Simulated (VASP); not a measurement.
Set up this calculation in VASP 6.6.1, as the native input.

- Task: single point
- Functional: PBE
- Dispersion: D3(BJ)
- Potentials or basis: VASP PAW PBE potentials, release 64 (B, N)
- Cutoff: 520 eV
- k mesh: 10 × 10 × 1
- Occupations: gaussian, width 0.02 eV
- Spin: no spin polarisation
- Dipole correction: yes
- Further INCAR settings: ALGO = Normal; EDIFF = 1e-06; NBANDS = 11

The structure of BN lies in POSCAR:

```
BN
1.0
    2.6341919310      0.0014369821      0.0000000000
    1.3157737290      2.1733719166      0.0000000000
    0.0000000000      0.0000000000     26.0000000000
B N
1 1
Direct
    0.4987452683      0.5024560893      0.5000000000
    0.8345547417      0.8308439207      0.5000000000
```

This cell differs from its parent crystal: strain along x +0.050, then relaxed in part.

The input as run:

INCAR

```
SYSTEM = BN
  ALGO = Normal
  DIPOL = 0.5 0.5 0.500
  EDIFF = 1E-6
  ENCUT = 520
  GGA = PE
  IDIPOL = 3
  ISIF = 2
  ISMEAR = 0
  IVDW = 12
  LASPH = .True.
  LCHARG = .True.
  LDIPOL = .True.
  LELF = .True.
  LREAL = .False.
  LVACPOTAV = .True.
  LVHAR = .True.
  LWAVE = .False.
  NBANDS = 11
  NELM = 80
  PREC = Accurate
  SIGMA = 0.02
```

KPOINTS

```
k-points
0
Gamma
  10 10 1
  0 0 0
```

Potentials or basis: VASP PAW PBE potentials, release 64 (B, N).

The run is started by

```sh
$ cat potpaw_PBE.64/B/POTCAR potpaw_PBE.64/N/POTCAR > POTCAR
$ mpirun -np 1 vasp_std > vasp.out
```

Results of the run:

```json
{
  "Largest force": "0.008 eV/Å",
  "Band gap on the k mesh": "4.69 eV, indirect (least direct gap 4.74 eV)",
  "Dispersion energy per atom": "-0.073 eV"
}
```

Caveat: the cell differs from its parent crystal (strain along x +0.050, then relaxed in part).

Run time: 2.3 min on 1 thread of AMD EPYC 7R43 64-Core Processor (Zen 3), with other jobs on the host, peak memory 0.28 GiB.
